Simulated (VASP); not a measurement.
# SnBi2O4 (Fd-3m) in VASP: a series of runs, part 2 of 2

VASP 6.6.1. The steps go on from the part before.

## Step 4: Single point, PBE

This run uses another cell than the first one, of 18.46 Å³/atom.

The input, INCAR:

```
ALGO     = Normal         # electronic algorithm
EDIFF    = 1E-6           # SCF threshold, eV
ENCUT    = 520            # plane-wave cutoff, eV
GGA      = PE             # functional
ISIF     = 2              # what is computed and relaxed
ISMEAR   = 0              # smearing method
LASPH    = True           # aspherical terms in the spheres
LCHARG   = False          # write CHGCAR
LREAL    = False          # projectors in reciprocal space
LWAVE    = False          # write WAVECAR
NBANDS   = 81             # bands
NELM     = 60             # most SCF steps
PREC     = Accurate       # precision mode
SIGMA    = 0.02           # smearing width, eV
```

The input, KPOINTS:

```
k-points
0
Gamma
  6 6 6
```

The input, POSCAR:

```
SnBi2O4
1.0
    0.0000000000      5.0554844323      5.0554844323
    5.0554844323      0.0000000000      5.0554844323
    5.0554844323      5.0554844323      0.0000000000
Sn Bi O
2 4 8
Direct
    0.0000000000      0.0000000000      0.0000000000
    0.2500000000      0.2500000000      0.2500000000
    0.6250000000      0.6250000000      0.6250000000
    0.1250000000      0.6250000000      0.6250000000
    0.6250000000      0.1250000000      0.6250000000
    0.6250000000      0.6250000000      0.1250000000
    0.4020120474      0.8659959842      0.8659959842
    0.8659959842      0.8659959842      0.8659959842
    0.8659959842      0.8659959842      0.4020120474
    0.8659959842      0.4020120474      0.8659959842
    0.3840040158      0.8479879526      0.3840040158
    0.3840040158      0.3840040158      0.3840040158
    0.3840040158      0.3840040158      0.8479879526
    0.8479879526      0.3840040158      0.3840040158
```

Potentials or basis: VASP PAW PBE potentials, release 64 (Sn_d, Bi_d, O).

Command:

```sh
$ cat potpaw_PBE.64/Sn_d/POTCAR potpaw_PBE.64/Bi_d/POTCAR potpaw_PBE.64/O/POTCAR > POTCAR
$ mpirun -np 1 vasp_std > vasp.out
```

OUTCAR:

```text
EDIFF = 1E-6
   ENCUT = 520
   GGA = PE
   ISIF = 2
   ISMEAR = 0
   LASPH = True
   LREAL = False
   NELM = 60
   PREC = Accurate

 ion  position               nearest neighbor table
   1  0.000  0.000  0.000-   7 2.35  10 2.35   9 2.35   8 2.35
   2  0.250  0.250  0.250-  11 2.35  14 2.35  13 2.35  12 2.35
   3  0.625  0.625  0.625-   7 2.44   9 2.44  10 2.44  11 2.44  13 2.44  14 2.44   4 3.57   5 3.57
                             6 3.57   6 3.57   5 3.57   4 3.57
   4  0.125  0.625  0.625-   8 2.44  12 2.44  10 2.44  11 2.44   9 2.44  13 2.44   3 3.57   6 3.57
                             5 3.57   3 3.57   5 3.57   6 3.57
   5  0.625  0.125  0.625-   8 2.44  12 2.44   9 2.44   7 2.44  13 2.44  14 2.44   3 3.57   6 3.57
                             3 3.57   4 3.57   6 3.57   4 3.57
   6  0.625  0.625  0.125-   8 2.44  12 2.44  10 2.44  11 2.44   7 2.44  14 2.44   3 3.57   3 3.57
                             4 3.57   5 3.57   5 3.57   4 3.57
   7  0.402  0.866  0.866-   1 2.35   3 2.44   5 2.44   6 2.44
[... 1545 lines left out ...]
------------------------ aborting loop because EDIFF is reached ----------------------------------------

  FORCE on cell =-STRESS in cart. coord.  units (eV):
  Direction    XX          YY          ZZ          XY          YZ          ZX
  --------------------------------------------------------------------------------------
  -------------------------------------------------------------------------------------
  Total       -0.0011220     -0.0011220     -0.0011220      0.0000000      0.0000000     -0.0000000
  in kB       -0.0069562     -0.0069562     -0.0069562      0.0000000      0.0000000     -0.0000000
  external PRESSURE =      -0.0069562 kB  Pullay stress =       0.0000000 kB

 VOLUME and BASIS-vectors are now :
 -----------------------------------------------------------------------------
  energy-cutoff  :      520.00
  volume of cell :      258.42
      direct lattice vectors                 reciprocal lattice vectors
     0.000000000  5.055484432  5.055484432    -0.098902490  0.098902490  0.098902490
     5.055484432  0.000000000  5.055484432     0.098902490 -0.098902490  0.098902490
     5.055484432  5.055484432  0.000000000     0.098902490  0.098902490 -0.098902490

 POSITION                                       TOTAL-FORCE (eV/Angst)
 -----------------------------------------------------------------------------------
      0.00000      0.00000      0.00000        -0.000000     -0.000000     -0.000000
      2.52774      2.52774      2.52774        -0.000000     -0.000000     -0.000000
      6.31936      6.31936      6.31936        -0.000000     -0.000000     -0.000000
      6.31936      3.79161      3.79161        -0.000000     -0.000000     -0.000000
      3.79161      6.31936      3.79161        -0.000000     -0.000000     -0.000000
      3.79161      3.79161      6.31936        -0.000000     -0.000000     -0.000000
      8.75606      6.41039      6.41039         0.002810     -0.002810     -0.002810
      8.75606      8.75606      8.75606         0.002810      0.002810      0.002810
      6.41039      6.41039      8.75606        -0.002810     -0.002810      0.002810
      6.41039      8.75606      6.41039        -0.002810      0.002810     -0.002810
      6.22832      3.88265      6.22832         0.002810     -0.002810      0.002810
      3.88265      3.88265      3.88265        -0.002810     -0.002810     -0.002810
      6.22832      6.22832      3.88265         0.002810      0.002810     -0.002810
      3.88265      6.22832      6.22832        -0.002810      0.002810      0.002810
 -----------------------------------------------------------------------------------
    total drift:                                0.000000      0.000000      0.000000

  FREE ENERGIE OF THE ION-ELECTRON SYSTEM (eV)
  ---------------------------------------------------
  free  energy   TOTEN  =       -77.8381174738 eV

  energy  without entropy=      -77.8381174738  energy(sigma->0) =      -77.83811747
```

It took 5.5 min on 1 thread of AMD EPYC 9R45 (Zen 5), shared host; peak memory 0.52 GiB.

What came out:

- Free energy: -77.8381 eV
- Pressure: 0.0 GPa
- Largest force: 0.005 eV/Å
- Band gap on the k mesh: 0.46 eV

Forces in eV/Å, atoms in the order of the input:
```
Sn   0.000  0.000  0.000
Sn   0.000  0.000  0.000
Bi   0.000  0.000  0.000
Bi   0.000  0.000  0.000
Bi   0.000  0.000  0.000
Bi   0.000  0.000  0.000
O    0.003 -0.003 -0.003
O    0.003  0.003  0.003
O   -0.003 -0.003  0.003
O   -0.003  0.003 -0.003
O    0.003 -0.003  0.003
O   -0.003 -0.003 -0.003
O    0.003  0.003 -0.003
O   -0.003  0.003  0.003
```

Levels at points of the mesh, in eV from the valence-band top:
```tsv
k point	band 64	band 65	band 66	band 67	band 68	band 69	band 70	band 71	band 72	band 73
(0.00, 0.00, 0.00)	-2.68	-2.05	-2.05	-2.05	0.00	0.46	0.46	0.46	3.10	3.10
(0.50, 0.00, 0.00)	-2.06	-1.46	-1.46	-0.89	-0.86	1.48	1.56	1.56	2.44	2.70
(0.50, 0.50, 0.00)	-1.73	-1.18	-1.18	-0.55	-0.55	1.66	1.66	2.09	2.09	3.13
```

Caveat: spin-orbit coupling is left out, which moves the levels of the heavy elements.

## Step 5: Overview

| task | cell | k mesh | cutoff (eV) | smearing | gap on the mesh (eV) | pressure (GPa) | largest force (eV/Å) |
| --- | --- | --- | --- | --- | --- | --- | --- |
| single point | a = 7.158 Å, angles 60.0°, 14 atoms, atomic positions A | 2 × 2 × 2 | 520 | gaussian 0.15 eV | 0.42 | -0.3 | 0.06 |
| relaxation of cell and atoms | relaxed from a = 6.979 Å, angles 60.0°, 14 atoms, atomic positions B | 2 × 2 × 2 | 600 | gaussian 0.15 eV | 0.48 | -0.1 | 0.01 |
| single point | a = 7.150 Å, angles 60.0°, 14 atoms, atomic positions A | 6 × 6 × 6 | 520 | gaussian 0.02 eV | 0.46 | 0.0 | - |

Alike in all rows: level PBE; potentials or basis VASP PAW PBE potentials, release 64 (Sn_d, Bi_d, O); no spin polarisation.

Caveats: some runs use coarse meshes; spin-orbit coupling is left out, which moves the levels of the heavy elements.

Absolute energies hang on the potentials; compare differences alone.
